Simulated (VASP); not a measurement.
A run of VASP 6.6.1 is set up as follows.

Contents of INCAR:

```
PREC = Accurate
ENCUT = 520
EDIFF = 1E-6
ISMEAR = 0
SIGMA = 0.02
LREAL = F
LASPH = T
NELM = 100
ALGO = Normal
ISIF = 2
LWAVE = F
LCHARG = T
GGA = PS
LELF = T
LVHAR = T
NBANDS = 16
```

KPOINTS

```
Automatic mesh
0
Gamma
  10 10 10
```

The input POSCAR:

```
InP
1.0
    0.0000000000      2.9395031541      2.9395031541
    2.9395031541      0.0000000000      2.9395031541
    2.9395031541      2.9395031541      0.0000000000
In P
1 1
Direct
    0.0000000000      0.0000000000      0.0000000000
    0.7500000000      0.7500000000      0.7500000000
```

Potentials or basis: VASP PAW PBE potentials, release 64 (In_d, P).

The run is started by

```sh
$ cat potpaw_PBE.64/In_d/POTCAR potpaw_PBE.64/P/POTCAR > POTCAR
$ mpirun -np 1 vasp_std > vasp.out
```

Task: Predict the pressure.

Result: 0.0 GPa.

Task: Predict the band gap on the k mesh.

Result: 0.57 eV, direct.

Caveat: the PAW data sets were made with another functional, which shifts forces and pressure a little; spin-orbit coupling is left out, which moves the levels of the heavy elements. A hybrid or GW would open this gap; PBEsol tends to underestimate it.
